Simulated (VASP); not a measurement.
# TiAl3 (sol) (Pm-3m) in VASP: notebook

The runs below take TiAl3 (sol) through single point, relaxation of cell and atoms, with PBEsol.

Program: VASP 6.6.1. These are calculated values, not measurements. Logs are shortened: lines on timing, memory, paths and dates and some standing lists are left out, and cuts for length are marked.

## 1. The cell of the first run

The structure is cubic, space group Pm-3m (No. 221). Conventional cell: a = 3.948 Å, b = 3.948 Å, c = 3.948 Å, α = 90.00°, β = 90.00°, γ = 90.00°. Ti (site symmetry m-3m) has 12 Al at 2.79 Å within 3.7 Å. Al (site symmetry 4/mmm) has 4 Ti at 2.79 Å and 8 Al at 2.79 Å within 3.7 Å.

## 2. Single point, PBEsol

The input, INCAR:

```
PREC = Accurate
ENCUT = 520
EDIFF = 1E-6
ISMEAR = 0
SIGMA = 0.1
LREAL = False
LASPH = True
NELM = 60
ALGO = Fast
ISIF = 2
LWAVE = False
LCHARG = True
GGA = PS
LELF = True
LVHAR = True
NBANDS = 18
```

The input, KPOINTS:

```
Automatic mesh
0
Gamma
  10 10 10
```

The input, POSCAR:

```
TiAl3
1.0
    3.9479980998      0.0000000000      0.0000000000
    0.0000000000      3.9479980998      0.0000000000
    0.0000000000      0.0000000000      3.9479980998
Ti Al
1 3
Direct
    0.0000000000      0.0000000000      0.0000000000
    0.5000000000      0.5000000000      0.0000000000
    0.5000000000      0.0000000000      0.5000000000
    0.0000000000      0.5000000000      0.5000000000
```

Potentials or basis: VASP PAW PBE potentials, release 64 (Ti_sv, Al).

Launch:

```sh
> cat potpaw_PBE.64/Ti_sv/POTCAR potpaw_PBE.64/Al/POTCAR > POTCAR
> mpirun -np 1 vasp_std > vasp.out
```

OUTCAR:

```text
PREC = Accurate
   ENCUT = 520
   EDIFF = 1E-6
   ISMEAR = 0
   LREAL = False
   LASPH = True
   NELM = 60
   ISIF = 2
   GGA = PS

 ion  position               nearest neighbor table
   1  0.000  0.000  0.000-   2 2.79   3 2.79   4 2.79   3 2.79   4 2.79   2 2.79   4 2.79   4 2.79
                             2 2.79   3 2.79   3 2.79   2 2.79
   2  0.500  0.500  0.000-   1 2.79   3 2.79   4 2.79   3 2.79   4 2.79   1 2.79   3 2.79   3 2.79
                             1 2.79   4 2.79   4 2.79   1 2.79
   3  0.500  0.000  0.500-   1 2.79   2 2.79   4 2.79   1 2.79   2 2.79   2 2.79   4 2.79   2 2.79
                             1 2.79   4 2.79   1 2.79   4 2.79
   4  0.000  0.500  0.500-   1 2.79   2 2.79   3 2.79   1 2.79   2 2.79   1 2.79   3 2.79   1 2.79
                             2 2.79   3 2.79   2 2.79   3 2.79

  LATTYP: Found a simple cubic cell.
 ALAT       =     3.9479980998

  Lattice vectors:

 A1 = (   3.9479980998,   0.0000000000,   0.0000000000)
 A2 = (   0.0000000000,   3.9479980998,   0.0000000000)
 A3 = (   0.0000000000,   0.0000000000,   3.9479980998)

Analysis of symmetry for initial positions (statically):
=====================================================================
 Subroutine PRICEL returns:
 Original cell was already a primitive cell.

 Routine SETGRP: Setting up the symmetry group for a
 simple cubic supercell.

 Subroutine GETGRP returns: Found 48 space group operations
[... 9 lines left out ...]

 Routine SETGRP: Setting up the symmetry group for a
 simple cubic supercell.

 Subroutine GETGRP returns: Found 48 space group operations
[... 11 lines left out ...]
                                     Primitive cell

  volume of cell :      61.5362

  direct lattice vectors                    reciprocal lattice vectors
     3.947998100  0.000000000  0.000000000     0.253292928  0.000000000  0.000000000
     0.000000000  3.947998100  0.000000000     0.000000000  0.253292928  0.000000000
     0.000000000  0.000000000  3.947998100     0.000000000  0.000000000  0.253292928

  length of vectors
     3.947998100  3.947998100  3.947998100     0.253292928  0.253292928  0.253292928

  position of ions in fractional coordinates (direct lattice)
     0.000000000  0.000000000  0.000000000
     0.500000000  0.500000000  0.000000000
     0.500000000  0.000000000  0.500000000
     0.000000000  0.500000000  0.500000000

  ion indices of the primitive-cell ions
   primitive index   ion index
                 1           1
                 2           2
                 3           3
                 4           4

----------------------------------------------------------------------------------------

 KPOINTS: Automatic mesh

Automatic generation of k-mesh.
 Grid dimensions read from file:
 generate k-points for:   10   10   10

 Generating k-lattice:

  Cartesian coordinates                     Fractional coordinates (reciprocal lattice)
     0.025329293  0.000000000  0.000000000     0.100000000  0.000000000  0.000000000
     0.000000000  0.025329293  0.000000000     0.000000000  0.100000000  0.000000000
     0.000000000  0.000000000  0.025329293     0.000000000  0.000000000  0.100000000

  Length of vectors
     0.025329293  0.025329293  0.025329293

  Shift w.r.t. Gamma in fractional coordinates (k-lattice)
     0.000000000  0.000000000  0.000000000

 Subroutine IBZKPT returns following result:
 ===========================================

 Found     56 irreducible k-points:

 Following reciprocal coordinates:
            Coordinates               Weight
  0.000000  0.000000  0.000000      1.000000
  0.100000  0.000000  0.000000      6.000000
  0.200000  0.000000  0.000000      6.000000
  0.300000  0.000000  0.000000      6.000000
  0.400000  0.000000  0.000000      6.000000
  0.500000  0.000000  0.000000      3.000000
[... 16 lines left out ...]
  0.200000  0.100000  0.100000     24.000000
  0.300000  0.100000  0.100000     24.000000
 [... further k-points ...]
   k-points           NKPTS =     56   k-points in BZ     NKDIM =     56   number of bands    NBANDS=     18
   number of dos      NEDOS =    301   number of ions     NIONS =      4
   total plane-waves  NPLWV =  27000
   dimension x,y,z NGX =    30 NGY =   30 NGZ =   30
   dimension x,y,z NGXF=    60 NGYF=   60 NGZF=   60
   ions per type =               1   3
   NGX,Y,Z   is equivalent  to a cutoff of  12.63, 12.63, 12.63 a.u.
   NGXF,Y,Z  is equivalent  to a cutoff of  25.27, 25.27, 25.27 a.u.
 SYSTEM =  unknown system
   PREC   = accura    normal or accurate (medium, high low for compatibility)
   ISTART =      0    job   : 0-new  1-cont  2-samecut
   ICHARG =      2    charge: 1-file 2-atom 10-const
   ISPIN  =      1    spin polarized calculation?
   LNONCOLLINEAR =      F non collinear calculations
   LSORBIT =      F    spin-orbit coupling
   LASPH  =      T    aspherical Exc in radial PAW
   ENCUT  =  520.0 eV  38.22 Ry    6.18 a.u.   7.34  7.34  7.34*2*pi/ulx,y,z
   NELM   =     60;   NELMIN=  2; NELMDL= -5     # of ELM steps
   EDIFF  = 0.1E-05   stopping-criterion for ELM
   LREAL  =      F    real-space projection
   EDIFFG = 0.1E-04   stopping-criterion for IOM
   NSW    =      0    number of steps for IOM
   IBRION =     -1    ionic relax: 0-MD 1-quasi-New 2-CG
   NFREE  =      0    steps in history (QN), initial steepest desc. (CG)
   ISIF   =      2    stress and relaxation
   ISYM   =      2    0-nonsym 1-usesym 2-fastsym
   POTIM  = 0.5000    time-step for ionic-motion
   TEBEG  =    0.0;   TEEND  =   0.0 temperature during run
   PSTRESS=    0.0 pullay stress
   NELECT =      21.0000    total number of electrons
   NUPDOWN=      -1.0000    fix difference up-down
   EMIN   =  10.00;   EMAX   =-10.00  energy-range for DOS
   EFERMI =   0.00;   METHOD = LEGACY
   ISMEAR =     0;   SIGMA  =   0.10  broadening in eV -4-tet -1-fermi 0-gaus
   EFERMI_NEDOS =   21; number of points for ismear=-14 and -15
   IALGO  =     68    algorithm
   IMIX   =      4    mixing-type and parameters
     AMIX     =   0.40;   BMIX     =  1.00
     AMIX_MAG =   1.60;   BMIX_MAG =  1.00
  volume/ion in A,a.u.               =      15.38       103.82
  Fermi-wavevector in a.u.,A,eV,Ry     =   1.144031  2.161904 17.807389  1.308806
  Thomas-Fermi vector in A             =   2.280724
   LORBIT       =      0    0 simple, 1 ext, 2 COOP (PROOUT), +10 PAW based schemes
   GGA     = PS    functional components
   LHFCALC =     F    Hartree Fock is set to
   AEXX    =    0.0000 exact exchange contribution
   IVDW    =     0    specifies the selected vdW correction
   LEPSILON=     F    determine dielectric tensor
   LRPA    =     F    only Hartree local field effects (RPA)
 non-spin polarized calculation
 RMM-DIIS sequential band-by-band and
 Gauss-broadening in eV      SIGMA  =   0.10
  energy-cutoff  :      520.00
  volume of cell :       61.54
 maximum number of plane-waves:      1683
 NGX is ok and might be reduce to    30
   NGX = 15   NGY = 15   NGZ = 15

 number of electron      20.9999997 magnetization

 Free energy of the ion-electron system (eV)
  ---------------------------------------------------
  ext. energy  EPLUGINS =         0.00000000
  ---------------------------------------------------
  free energy    TOTEN  =       -22.12683896 eV

  energy without entropy =      -22.11599126  energy(sigma->0) =      -22.12141511

 E-fermi :   9.1352     XC(G=0): -10.9383

 val. band max:        9.1198027783   @ k =   0.4000   0.4000   0.1000
 cond. band min:       9.1634309880   @ k =   0.1000   0.1000   0.1000
 fundamental gap:      0.0436282097
 Fermi energy:         9.1351523808

 k-point     1 :       0.0000    0.0000    0.0000
  band No.  band energies     occupation
      1     -47.5926      2.00000
      2     -24.0013      2.00000
      3     -24.0013      2.00000
      4     -24.0013      2.00000
      5      -1.7470      2.00000
      6       5.9884      2.00000
[... 10 lines left out ...]
     17      14.8480      0.00000
     18      14.8480      0.00000

 k-point     2 :       0.1000    0.0000    0.0000
  band No.  band energies     occupation
      1     -47.5925      2.00000
      2     -24.0033      2.00000
      3     -24.0011      2.00000
      4     -24.0011      2.00000
      5      -1.6493      2.00000
      6       5.2538      2.00000
[... 10 lines left out ...]
     17      14.7118      0.00000
     18      14.7199      0.00000

 k-point     3 :       0.2000    0.0000    0.0000
  band No.  band energies     occupation
      1     -47.5923      2.00000
      2     -24.0086      2.00000
      3     -24.0008      2.00000
      4     -24.0008      2.00000
      5      -1.3587      2.00000
      6       4.0559      2.00000
[... 10 lines left out ...]
     17      14.0656      0.00000
     18      14.0661      0.00000

 k-point     4 :       0.3000    0.0000    0.0000
  band No.  band energies     occupation
      1     -47.5920      2.00000
      2     -24.0152      2.00000
      3     -24.0003      2.00000
      4     -24.0003      2.00000
      5      -0.8845      2.00000
      6       2.8495      2.00000
[... 10 lines left out ...]
     17      13.2159      0.00000
     18      15.0229      0.00000

 k-point     5 :       0.4000    0.0000    0.0000
  band No.  band energies     occupation
      1     -47.5918      2.00000
      2     -24.0205      2.00000
      3     -23.9999      2.00000
      4     -23.9999      2.00000
      5      -0.2547      2.00000
      6       1.7598      2.00000
[... 10 lines left out ...]
     17      12.5446      0.00000
     18      14.6245      0.00000

 k-point     6 :       0.5000    0.0000    0.0000
  band No.  band energies     occupation
      1     -47.5917      2.00000
      2     -24.0225      2.00000
      3     -23.9998      2.00000
      4     -23.9998      2.00000
      5       0.2657      2.00000
      6       1.0834      2.00000
[... 10 lines left out ...]
     17      12.2770      0.00000
     18      14.4643      0.00000

 k-point     7 :       0.1000    0.1000    0.0000
  band No.  band energies     occupation
      1     -47.5924      2.00000
      2     -24.0032      2.00000
      3     -24.0030      2.00000
      4     -24.0010      2.00000
      5      -1.5520      2.00000
      6       5.1865      2.00000
[... 10 lines left out ...]
     17      14.7169      0.00000
     18      14.9258      0.00000

 k-point     8 :       0.2000    0.1000    0.0000
  band No.  band energies     occupation
      1     -47.5922      2.00000
      2     -24.0085      2.00000
      3     -24.0027      2.00000
      4     -24.0006      2.00000
      5      -1.2630      2.00000
      6       4.1278      2.00000
[... 10 lines left out ...]
     17      14.0683      0.00000
     18      14.1063      0.00000
[... 229 lines left out ...]
     17      13.0027      0.00000
     18      14.9009      0.00000

 k-point    20 :       0.5000    0.4000    0.0000
  band No.  band energies     occupation
      1     -47.5910      2.00000
      2     -24.0201      2.00000
      3     -24.0179      2.00000
      4     -23.9984      2.00000
      5       1.4542      2.00000
      6       2.5359      2.00000
[... 10 lines left out ...]
     17      13.2333      0.00000
     18      14.5844      0.00000

 k-point    21 :       0.5000    0.5000    0.0000
  band No.  band energies     occupation
      1     -47.5909      2.00000
      2     -24.0198      2.00000
      3     -24.0198      2.00000
      4     -23.9983      2.00000
      5       1.7890      2.00000
      6       2.9642      2.00000
[... 10 lines left out ...]
     17      14.0499      0.00000
     18      14.1935      0.00000

 k-point    22 :       0.1000    0.1000    0.1000
  band No.  band energies     occupation
      1     -47.5923      2.00000
      2     -24.0032      2.00000
      3     -24.0029      2.00000
      4     -24.0029      2.00000
      5      -1.4553      2.00000
      6       5.2483      2.00000
[... 10 lines left out ...]
     17      14.5625      0.00000
     18      15.0182      0.00000

 k-point    23 :       0.2000    0.1000    0.1000
  band No.  band energies     occupation
      1     -47.5921      2.00000
      2     -24.0083      2.00000
      3     -24.0027      2.00000
      4     -24.0025      2.00000
      5      -1.1677      2.00000
      6       4.1983      2.00000
[... 10 lines left out ...]
     17      13.9650      0.00000
     18      14.0453      0.00000

 k-point    24 :       0.3000    0.1000    0.1000
  band No.  band energies     occupation
      1     -47.5919      2.00000
      2     -24.0148      2.00000
      3     -24.0022      2.00000
      4     -24.0020      2.00000
      5      -0.6989      2.00000
      6       3.0136      2.00000
[... 10 lines left out ...]
     17      13.3864      0.00000
     18      14.7073      0.00000

 [... further k-points ...]

------------------------ aborting loop because EDIFF is reached ----------------------------------------

  FORCE on cell =-STRESS in cart. coord.  units (eV):
  Direction    XX          YY          ZZ          XY          YZ          ZX
  --------------------------------------------------------------------------------------
  -------------------------------------------------------------------------------------
  Total        0.0378470      0.0378470      0.0378470      0.0000000      0.0000000     -0.0000000
  in kB        0.9853972      0.9853972      0.9853972      0.0000000      0.0000000     -0.0000000
  external PRESSURE =       0.9853972 kB  Pullay stress =       0.0000000 kB

 VOLUME and BASIS-vectors are now :
 -----------------------------------------------------------------------------
  energy-cutoff  :      520.00
  volume of cell :       61.54
      direct lattice vectors                 reciprocal lattice vectors
     3.947998100  0.000000000  0.000000000     0.253292928  0.000000000  0.000000000
     0.000000000  3.947998100  0.000000000     0.000000000  0.253292928  0.000000000
     0.000000000  0.000000000  3.947998100     0.000000000  0.000000000  0.253292928

 POSITION                                       TOTAL-FORCE (eV/Angst)
 -----------------------------------------------------------------------------------
      0.00000      0.00000      0.00000         0.000000      0.000000      0.000000
      1.97400      1.97400      0.00000         0.000000      0.000000      0.000000
      1.97400      0.00000      1.97400         0.000000      0.000000      0.000000
      0.00000      1.97400      1.97400         0.000000      0.000000      0.000000
 -----------------------------------------------------------------------------------
    total drift:                               -0.000000     -0.000000      0.000000

  FREE ENERGIE OF THE ION-ELECTRON SYSTEM (eV)
  ---------------------------------------------------
  free  energy   TOTEN  =       -22.1268389580 eV

  energy  without entropy=      -22.1159912615  energy(sigma->0) =      -22.12141511
```

It took 55 s on 1 thread of Intel Xeon 6975P-C (Granite Rapids), shared host; peak memory 0.2 GiB.

Results:

- Free energy: -22.1268 eV
- Pressure: 0.1 GPa

Caveat: the PAW data sets were made with another functional, which shifts forces and pressure a little.

(Continued in part 2 of 2.)
